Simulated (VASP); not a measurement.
Input of a VASP 6.6.1 run:

File INCAR:

```
SYSTEM = SrTiO3
PREC = Accurate
ENCUT = 520
EDIFF = 1E-6
ISMEAR = 0
SIGMA = 0.05
LREAL = .False.
LASPH = .True.
NELM = 80
ALGO = Normal
ISIF = 2
LWAVE = .False.
LCHARG = .True.
GGA = PS
LELF = .True.
LVHAR = .True.
NBANDS = 28
```

File KPOINTS:

```
regular mesh
0
Gamma
  6 6 6
  0 0 0
```

Contents of POSCAR:

```
SrTiO3
1.0
    3.6714189999      0.0000000000      0.0000000000
    0.0000000000      3.6714189999      0.0000000000
    0.0000000000      0.0000000000      3.6714189999
Sr Ti O
1 1 3
Direct
    0.5000000000      0.5000000000      0.5000000000
    0.0000000000      0.0000000000      0.0000000000
    0.5000000000      0.0000000000      0.0000000000
    0.0000000000      0.5000000000      0.0000000000
    0.0000000000      0.0000000000      0.5000000000
```

Potentials or basis: VASP PAW PBE potentials, release 64 (Sr_sv, Ti_sv, O).

Run with:

```sh
$ cat potpaw_PBE.64/Sr_sv/POTCAR potpaw_PBE.64/Ti_sv/POTCAR potpaw_PBE.64/O/POTCAR > POTCAR
$ mpirun -np 1 vasp_std > vasp.out
```

Task: Predict the pressure.

Result: 48.6 GPa.

Task: Estimate the band gap on the k mesh.

Result: 2.08 eV (least direct gap 2.25 eV).

Caveat: the cell stands under pressure; the PAW data sets were made with another functional, which shifts forces and pressure a little. A k mesh can miss the band edges.
